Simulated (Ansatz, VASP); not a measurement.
## HfO2 in VASP and in Ansatz

The input POSCAR:

```
HfO2
1.0
    3.7197603717      0.0000000000      0.0000000000
    0.0000000000      3.7197603717      0.0000000000
    0.0000000000      0.0000000000      5.4103133832
Hf O
2 4
Direct
    0.5000000000      0.5000000000      0.5000000000
    0.0000000000      0.0000000000      0.0000000000
    0.0000000000      0.5000000000      0.6738708264
    0.5000000000      0.0000000000      0.8261291736
    0.5000000000      0.0000000000      0.3261291736
    0.0000000000      0.5000000000      0.1738708264
```

INCAR.step1

```
PREC = Accurate
ENCUT = 520
ISMEAR = 0
SIGMA = 0.01
LREAL = F
LASPH = T
NELM = 80
NBANDS = 31
GGA = PE
ALGO = Normal
EDIFF = 1E-4
LWAVE = T
LCHARG = F
```

File INCAR.step2:

```
PREC = Accurate
ENCUT = 520
EDIFF = 1E-6
ISMEAR = 0
SIGMA = 0.01
LREAL = F
LASPH = T
NELM = 80
ALGO = Normal
ISIF = 2
LWAVE = F
LCHARG = F
METAGGA = R2SCAN
LMIXTAU = T
NBANDS = 31
ISTART = 1
```

KPOINTS

```
regular mesh
0
Gamma
  8 8 6
```

Input for Ansatz:

```yaml
crystal:
  lattice:
    - [3.7197603717, 0.0, 0.0]
    - [0.0, 3.7197603717, 0.0]
    - [0.0, 0.0, 5.4103133832]
  atoms:
    - { symbol: Hf, position: [0.5, 0.5, 0.5] }
    - { symbol: Hf, position: [0.0, 0.0, 0.0] }
    - { symbol: O, position: [0.0, 0.5, 0.6738708264] }
    - { symbol: O, position: [0.5, 0.0, 0.8261291736] }
    - { symbol: O, position: [0.5, 0.0, 0.3261291736] }
    - { symbol: O, position: [0.0, 0.5, 0.1738708264] }
kpoints:
  mp_grid: { grid: [8, 8, 6] }
  band_path:
    path:
      - [0.0, 0.0, 0.0]
      - [0.0, 0.5, 0.0]
      - [0.5, 0.5, 0.0]
      - [0.0, 0.0, 0.5]
      - [0.0, 0.5, 0.5]
      - [0.5, 0.5, 0.5]
      - [0.260417, 0.260417, 0.0]
    npoints: 1
hamiltonian:
  xc: r2scan
scf:
  occupations: { method: fixed }
  n_extra_bands: 5
output:
  forces: true
  stress: true
  eigenvalues: true
```

Change from the starting cell: hydrostatic strain +4.0%.

Alike in both runs: task single point; functional r2SCAN; k mesh 8 × 8 × 6; no spin polarisation.

```csv
,VASP,Ansatz
version,VASP 6.6.1,Ansatz 0.2.0
potentials or method,"VASP PAW PBE potentials, release 64 (Hf_pv, O)","plane waves, PAW"
plane-wave cutoff (eV),520,500
occupations,"gaussian, width 0.01 eV",fixed
valence electrons in the cell,44,76
```

Ansatz gave:

| Item | Value |
| --- | --- |
| gap on the k mesh at the Fermi level (eV) | 4.88 |
| pressure (GPa) | -18.5 |
| traceless stress, the component that is largest in VASP (GPa) | 6.70 |
| rms of the force components (eV/Å) | 0.000 |

Which values does VASP return?

gap on the k mesh at the Fermi level (eV): 4.84; pressure (GPa): -21.2; traceless stress, the component that is largest in VASP (GPa): 7.11; rms of the force components (eV/Å): 0.041.

VASP's potentials were made for PBE, not for r2SCAN. Atom by atom the forces differ by 0.041 eV/Å (rms over components). VASP's potentials hold 44 valence electrons a cell and Ansatz's 76, so a difference there can come from the potentials and not from the codes.

Spin-orbit coupling is off throughout.
